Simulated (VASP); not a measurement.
Here is a VASP 6.6.1 calculation.

Contents of INCAR:

```
SYSTEM = ZrPb2O3
ALGO = Normal ; EDIFF = 1E-6
ENCUT = 520 ; GGA = PE
ISIF = 2 ; ISMEAR = 0
LASPH = .True. ; LCHARG = .True.
LELF = .True. ; LREAL = .False.
LVHAR = .True. ; LWAVE = .False.
NBANDS = 38 ; NELM = 60
PREC = Accurate ; SIGMA = 0.1
```

The input KPOINTS:

```
k-points
0
Gamma
  6 6 2
  0 0 0
```

The input POSCAR:

```
ZrPb2O3
1.0
    4.0112394400      0.0000000000      0.0000000000
   -2.0056197200      3.4738352500      0.0000000000
    0.0000000000      0.0000000000      8.3318198100
Zr Pb O
1 2 3
Direct
    0.0000000000      0.0000000000      0.0000000000
    0.0000000000      0.0000000000      0.2927373900
    0.0000000000      0.0000000000      0.7072626100
    0.5000000000      0.0000000000      0.5000000000
    0.0000000000      0.5000000000      0.5000000000
    0.5000000000      0.5000000000      0.5000000000
```

Potentials or basis: VASP PAW PBE potentials, release 64 (Zr_sv, Pb_d, O).

Run with:

```console
$ cat potpaw_PBE.64/Zr_sv/POTCAR potpaw_PBE.64/Pb_d/POTCAR potpaw_PBE.64/O/POTCAR > POTCAR
$ mpirun -np 1 vasp_std > vasp.out
```

Task: Estimate the band gap on the k mesh.

Result: Zero (bands 29 and 30 overlap by 1.28 eV).

Task: What does it give for the largest force?

Result: 6.396 eV/Å.

Task: Estimate the pressure.

Result: 10.3 GPa.

Forces on the atoms (eV/Å):
```
Zr   0.000  0.000  0.000
Pb   0.000  0.000  6.396
Pb   0.000  0.000 -6.396
O    0.000  0.000  0.000
O    0.000  0.000  0.000
O    0.000  0.000  0.000
```

Caveat: the k points lie up to 0.38 Å⁻¹ apart, too coarse for converged energies and pressures of a metal; spin-orbit coupling is left out, which moves the levels of the heavy elements; forces of over 1 eV/Å act on the atoms, so gaps and moduli don't describe the material at rest.
